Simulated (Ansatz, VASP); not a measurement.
## Two plane-wave programs on Co

```
Co
1.0
     3.62800    1.81400    1.81400
     1.81400    3.62800    1.81400
     1.81400    1.81400    3.62800
Co
2
Direct
  0.00000 0.00000 0.00000
  0.50000 0.50000 0.50000
```

Alike in both runs: task single point; functional PBE; k mesh 11 × 11 × 11; occupations fermi-dirac, width 0.05 eV; collinear spin.

|  | VASP | Ansatz |
| --- | --- | --- |
| version | VASP 6.6.1 | Ansatz 0.2.0 |
| potentials or method | VASP PAW PBE potentials, release 64 (Co), cutoff 600 eV | PAW, plane waves, scalar-relativistic |
| valence electrons in the cell | 18 | 34 |

```csv
,VASP,Ansatz,Ansatz less VASP
pressure (GPa),-15.9,-15.3,+0.64
"traceless stress, the component that is largest in VASP (GPa)",-0.03,-0.07,-0.042
net moment per atom (μB),1.69,1.72,+0.027
size of the moment on the site where the two differ most (μB),1.73,1.79,+0.068
```

Site moments also hang on the region over which each program counts them. The functional is the same, so the differences come from potentials, cutoffs and numerics. VASP's potentials hold 18 valence electrons a cell and Ansatz's 34, so a difference there can come from the potentials and not from the codes.
